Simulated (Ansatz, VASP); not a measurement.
**One calculation of InH, two programs**

```
In H
1.0
     0.00000    2.60928    2.60928
     2.60928    0.00000    2.60928
     2.60928    2.60928    0.00000
In H
1 1
Direct
  0.00000 0.00000 0.00000
  0.25000 0.25000 0.25000
```

Change from the starting cell: species swapped into the AlAs type (F-43m, No. 216).

Alike in both runs: functional PBE; k mesh 18 × 18 × 18; occupations gaussian, width 0.1 eV; no spin polarisation.

Ansatz relaxed the structure, and its values are those at the end. VASP's run is a single point on that final structure, the one shown.

|  | VASP | Ansatz |
| --- | --- | --- |
| version | VASP 6.6.1 | Ansatz 0.2.0 |
| potentials or method | VASP PAW PBE potentials, release 64 (In_d, H), cutoff 520 eV | scalar-relativistic, plane waves, PAW |
| valence electrons in the cell | 14 | 14 |

```tsv
	VASP	Ansatz	Ansatz less VASP
gap on the k mesh at the Fermi level (eV)	none	none	-
pressure (GPa)	-0.1	0.0	+0.07
```

A gap of «none» marks a metal or a gap that the smearing closes.
